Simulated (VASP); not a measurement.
# NbC (Niobocarbide) (Fm-3m) in VASP: single point with PBEsol+D4

Aim: the single point of NbC (Niobocarbide) with PBEsol+D4.

Everything below comes from runs of VASP 6.6.1. Logs are shortened: lines on timing, memory, paths and dates and some standing lists are left out, and cuts for length are marked.

## Step 1: The cell of the first run

It takes space group Fm-3m (No. 225, cubic). Conventional cell: a = 4.469 Å, b = 4.469 Å, c = 4.469 Å, α = 90.00°, β = 90.00°, γ = 90.00°. Within 3.0 Å of Nb (site symmetry m-3m) lie 6 C at 2.23 Å. Within 3.0 Å of C (site symmetry m-3m) lie 6 Nb at 2.23 Å.

## Step 2: Single point, PBEsol+D4

Contents of INCAR:

```
PREC     = Accurate       # precision mode
ENCUT    = 600            # plane-wave cutoff, eV
EDIFF    = 1E-6           # SCF threshold, eV
ISMEAR   = 1              # smearing method
SIGMA    = 0.3            # smearing width, eV
LREAL    = False          # projectors in reciprocal space
LASPH    = True           # aspherical terms in the spheres
NELM     = 120            # most SCF steps
ALGO     = Normal         # electronic algorithm
ISIF     = 2              # what is computed and relaxed
LWAVE    = False          # write WAVECAR
LCHARG   = False          # write CHGCAR
GGA      = PS             # functional
IVDW     = 13             # dispersion correction
NBANDS   = 16             # bands
GGA_COMPAT= False
```

Contents of KPOINTS:

```
Automatic mesh
0
Gamma
  9 9 9
```

Contents of POSCAR:

```
NbC
1.0
    3.1601310000      0.0000000000      0.0000000000
    1.5800655000      2.7367537253      0.0000000000
    1.5800655000      0.9122512418      2.5802361568
Nb C
1 1
Direct
    0.0000000000      0.0000000000      0.0000000000
    0.5000000000      0.5000000000      0.5000000000
```

Potentials or basis: VASP PAW PBE potentials, release 64 (Nb_sv, C).

Started as:

```
> cat potpaw_PBE.64/Nb_sv/POTCAR potpaw_PBE.64/C/POTCAR > POTCAR
> mpirun -np 1 vasp_std > vasp.out
```

OUTCAR:

```text
PREC = Accurate
   ENCUT = 600
   EDIFF = 1E-6
   ISMEAR = 1
   LREAL = False
   LASPH = True
   NELM = 120
   ISIF = 2
   GGA = PS
   IVDW = 13

 ion  position               nearest neighbor table
   1  0.000  0.000  0.000-   2 2.23   2 2.23   2 2.23   2 2.23   2 2.23   2 2.23
   2  0.500  0.500  0.500-   1 2.23   1 2.23   1 2.23   1 2.23   1 2.23   1 2.23

  LATTYP: Found a face centered cubic cell.
 ALAT       =     4.4691001191

  Lattice vectors:

 A1 = (   3.1601310000,   0.0000000000,   0.0000000000)
 A2 = (   1.5800655000,   2.7367537253,   0.0000000000)
 A3 = (   1.5800655000,   0.9122512418,   2.5802361568)

Analysis of symmetry for initial positions (statically):
=====================================================================
 Subroutine PRICEL returns:
 Original cell was already a primitive cell.

 Routine SETGRP: Setting up the symmetry group for a
 face centered cubic supercell.

 Subroutine GETGRP returns: Found 48 space group operations
 (whereof 48 operations were pure point group operations)
 out of a pool of 48 trial point group operations.

The static configuration has the point symmetry O_h .

Analysis of symmetry for dynamics (positions and initial velocities):
=====================================================================
 Subroutine PRICEL returns:
 Original cell was already a primitive cell.

 Routine SETGRP: Setting up the symmetry group for a
 face centered cubic supercell.

 Subroutine GETGRP returns: Found 48 space group operations
 (whereof 48 operations were pure point group operations)
 out of a pool of 48 trial point group operations.

The dynamic configuration has the point symmetry O_h .

 Subroutine INISYM returns: Found 48 space group operations
 (whereof 48 operations are pure point group operations),
 and found     1 'primitive' translations

----------------------------------------------------------------------------------------

                                     Primitive cell

  volume of cell :      22.3152

  direct lattice vectors                    reciprocal lattice vectors
     3.160131000  0.000000000  0.000000000     0.316442578 -0.182698208 -0.129187141
     1.580065500  2.736753725  0.000000000     0.000000000  0.365396415 -0.129187141
     1.580065500  0.912251242  2.580236157     0.000000000  0.000000000  0.387561424

  length of vectors
     3.160131000  3.160131000  3.160131000     0.387561424  0.387561424  0.387561424

  position of ions in fractional coordinates (direct lattice)
     0.000000000  0.000000000  0.000000000
     0.500000000  0.500000000  0.500000000

  ion indices of the primitive-cell ions
   primitive index   ion index
                 1           1
                 2           2

----------------------------------------------------------------------------------------

 KPOINTS: Automatic mesh

Automatic generation of k-mesh.
 Grid dimensions read from file:
 generate k-points for:    9    9    9

 Generating k-lattice:

  Cartesian coordinates                     Fractional coordinates (reciprocal lattice)
     0.035160286 -0.020299801 -0.014354127     0.111111111  0.000000000 -0.000000000
     0.000000000  0.040599602 -0.014354127     0.000000000  0.111111111  0.000000000
     0.000000000  0.000000000  0.043062380     0.000000000  0.000000000  0.111111111

  Length of vectors
     0.043062380  0.043062380  0.043062380

  Shift w.r.t. Gamma in fractional coordinates (k-lattice)
     0.000000000  0.000000000  0.000000000

 Subroutine IBZKPT returns following result:
 ===========================================

 Found     35 irreducible k-points:

 Following reciprocal coordinates:
            Coordinates               Weight
  0.000000  0.000000  0.000000      1.000000
  0.111111  0.000000  0.000000      8.000000
  0.222222  0.000000  0.000000      8.000000
  0.333333  0.000000  0.000000      8.000000
  0.444444  0.000000  0.000000      8.000000
  0.111111  0.111111  0.000000      6.000000
[... 16 lines left out ...]
 -0.333333  0.333333 -0.000000     12.000000
  0.444444  0.444444  0.000000      6.000000
 [... further k-points ...]
   k-points           NKPTS =     35   k-points in BZ     NKDIM =     35   number of bands    NBANDS=     16
   number of dos      NEDOS =    301   number of ions     NIONS =      2
   total plane-waves  NPLWV =  21952
   dimension x,y,z NGX =    28 NGY =   28 NGZ =   28
   dimension x,y,z NGXF=    56 NGYF=   56 NGZF=   56
   ions per type =               1   1
   NGX,Y,Z   is equivalent  to a cutoff of  14.73, 14.73, 14.73 a.u.
   NGXF,Y,Z  is equivalent  to a cutoff of  29.46, 29.46, 29.46 a.u.
 SYSTEM =  unknown system
   PREC   = accura    normal or accurate (medium, high low for compatibility)
   ISTART =      0    job   : 0-new  1-cont  2-samecut
   ICHARG =      2    charge: 1-file 2-atom 10-const
   ISPIN  =      1    spin polarized calculation?
   LNONCOLLINEAR =      F non collinear calculations
   LSORBIT =      F    spin-orbit coupling
   LASPH  =      T    aspherical Exc in radial PAW
   ENCUT  =  600.0 eV  44.10 Ry    6.64 a.u.   6.31  6.31  6.31*2*pi/ulx,y,z
   NELM   =    120;   NELMIN=  2; NELMDL= -5     # of ELM steps
   EDIFF  = 0.1E-05   stopping-criterion for ELM
   LREAL  =      F    real-space projection
   EDIFFG = 0.1E-04   stopping-criterion for IOM
   NSW    =      0    number of steps for IOM
   IBRION =     -1    ionic relax: 0-MD 1-quasi-New 2-CG
   NFREE  =      0    steps in history (QN), initial steepest desc. (CG)
   ISIF   =      2    stress and relaxation
   ISYM   =      2    0-nonsym 1-usesym 2-fastsym
   POTIM  = 0.5000    time-step for ionic-motion
   TEBEG  =    0.0;   TEEND  =   0.0 temperature during run
   PSTRESS=    0.0 pullay stress
   NELECT =      17.0000    total number of electrons
   NUPDOWN=      -1.0000    fix difference up-down
   EMIN   =  10.00;   EMAX   =-10.00  energy-range for DOS
   EFERMI =   0.00;   METHOD = LEGACY
   ISMEAR =     1;   SIGMA  =   0.30  broadening in eV -4-tet -1-fermi 0-gaus
   EFERMI_NEDOS =   21; number of points for ismear=-14 and -15
   IALGO  =     38    algorithm
   IMIX   =      4    mixing-type and parameters
     AMIX     =   0.40;   BMIX     =  1.00
     AMIX_MAG =   1.60;   BMIX_MAG =  1.00
  volume/ion in A,a.u.               =      11.16        75.30
  Fermi-wavevector in a.u.,A,eV,Ry     =   1.495172  2.825465 30.416344  2.235538
  Thomas-Fermi vector in A             =   2.607351
   LORBIT       =      0    0 simple, 1 ext, 2 COOP (PROOUT), +10 PAW based schemes
   GGA     = PS    functional components
   LHFCALC =     F    Hartree Fock is set to
   AEXX    =    0.0000 exact exchange contribution
   IVDW    =    13    specifies the selected vdW correction
   LEPSILON=     F    determine dielectric tensor
   LRPA    =     F    only Hartree local field effects (RPA)
 non-spin polarized calculation
 Methfessel and Paxton  Order N= 1 SIGMA  =   0.30
  energy-cutoff  :      600.00
  volume of cell :       22.32
 maximum number of plane-waves:       759
 NGX is ok and might be reduce to    28
   NGX = 13   NGY = 13   NGZ = 13

 number of electron      17.0000001 magnetization

 Free energy of the ion-electron system (eV)
  ---------------------------------------------------
  ext. energy  EPLUGINS =         0.00000000
  ---------------------------------------------------
  free energy    TOTEN  =       -21.84924434 eV

  energy without entropy =      -21.83788577  energy(sigma->0) =      -21.84545815

 E-fermi :  12.4417     XC(G=0): -13.2263

 val. band max:       12.4273992214   @ k =   0.2222   0.0000   0.0000
 cond. band min:      12.4557533577   @ k =  -0.4444   0.3333   0.1111
 fundamental gap:      0.0283541363
 Fermi energy:        12.4416836350

 k-point     1 :       0.0000    0.0000    0.0000
  band No.  band energies     occupation
      1     -43.1639      2.00000
      2     -18.9001      2.00000
      3     -18.9001      2.00000
      4     -18.9001      2.00000
      5      -0.9667      2.00000
      6      11.1355      2.00000
[... 8 lines left out ...]
     15      22.3757      0.00000
     16      34.7130      0.00000

 k-point     2 :       0.1111    0.0000    0.0000
  band No.  band energies     occupation
      1     -43.1513      2.00000
      2     -19.0063      2.00000
      3     -18.9100      2.00000
      4     -18.9100      2.00000
      5      -0.6546      2.00000
      6      10.0037      2.00000
[... 8 lines left out ...]
     15      23.1104      0.00000
     16      32.6574      0.00000

 k-point     3 :       0.2222    0.0000    0.0000
  band No.  band energies     occupation
      1     -43.1193      2.00000
      2     -19.2672      2.00000
      3     -18.9349      2.00000
      4     -18.9349      2.00000
      5       0.1959      2.00000
      6       8.2296      2.00000
[... 8 lines left out ...]
     15      24.6475      0.00000
     16      30.4085      0.00000

 k-point     4 :       0.3333    0.0000    0.0000
  band No.  band energies     occupation
      1     -43.0827      2.00000
      2     -19.5515      2.00000
      3     -18.9630      2.00000
      4     -18.9630      2.00000
      5       1.3683      2.00000
      6       6.5085      2.00000
[... 8 lines left out ...]
     15      26.0841      0.00000
     16      27.3427      0.00000
[... 324 lines left out ...]
 k-point    22 :      -0.4444    0.3333   -0.0000
  band No.  band energies     occupation
      1     -43.0246      2.00000
      2     -19.5601      2.00000
      3     -19.3148      2.00000
      4     -19.1263      2.00000
      5       1.0575      2.00000
      6       7.3736      2.00000
[... 8 lines left out ...]
     15      24.5861      0.00000
     16      26.8888      0.00000

 k-point    23 :      -0.3333    0.3333   -0.0000
  band No.  band energies     occupation
      1     -43.0282      2.00000
      2     -19.4667      2.00000
      3     -19.4348      2.00000
      4     -19.0739      2.00000
      5       1.5361      2.00000
      6       6.6221      2.00000
[... 8 lines left out ...]
     15      24.3440      0.00000
     16      26.0885      0.00000

 k-point    24 :       0.4444    0.4444    0.0000
  band No.  band energies     occupation
      1     -43.0237      2.00000
      2     -19.6288      2.00000
      3     -19.1829      2.00000
      4     -19.1829      2.00000
      5       0.4521      2.00000
      6       8.3106      2.00000
[... 8 lines left out ...]
     15      24.7346      0.00000
     16      30.1017      0.00000

 [... further k-points ...]

------------------------ aborting loop because EDIFF is reached ----------------------------------------

  DFT-D4 for vdW energy calculation

  Edisp (eV):   -0.38614

  FORCE on cell =-STRESS in cart. coord.  units (eV):
  Direction    XX          YY          ZZ          XY          YZ          ZX
  --------------------------------------------------------------------------------------
  -------------------------------------------------------------------------------------
  Total      -1.03354    -1.03354    -1.03354     0.00000    -0.00000    -0.00000
  in kB     -74.20590   -74.20590   -74.20590     0.00000    -0.00000    -0.00000
  external pressure =      -74.21 kB  Pullay stress =        0.00 kB

 VOLUME and BASIS-vectors are now :
 -----------------------------------------------------------------------------
  energy-cutoff  :      600.00
  volume of cell :       22.32
      direct lattice vectors                 reciprocal lattice vectors
     3.160131000  0.000000000  0.000000000     0.316442578 -0.182698208 -0.129187141
     1.580065500  2.736753725  0.000000000     0.000000000  0.365396415 -0.129187141
     1.580065500  0.912251242  2.580236157     0.000000000  0.000000000  0.387561424

 POSITION                                       TOTAL-FORCE (eV/Angst)
 -----------------------------------------------------------------------------------
      0.00000      0.00000      0.00000         0.000000     -0.000000      0.000000
      3.16013      1.82450      1.29012        -0.000000      0.000000      0.000000
 -----------------------------------------------------------------------------------
    total drift:                                0.000000     -0.000000     -0.000000

  FREE ENERGIE OF THE ION-ELECTRON SYSTEM (eV)
  ---------------------------------------------------
  free  energy   TOTEN  =       -22.2353827014 eV

  energy  without entropy=      -22.2240241282  energy(sigma->0) =      -22.23159651
```

Run time: 50 s. Hardware: 1 thread of AMD EPYC 7R13, shared host; peak memory 0.14 GiB.

Results:

```yaml
Free_energy: -22.2354 eV
Pressure: -7.4 GPa
Dispersion_energy_per_atom: -0.193 eV
```

Caveat: the PAW data sets were made with another functional, which shifts forces and pressure a little; pairwise dispersion overbinds metals, which lowers pressure and volume.
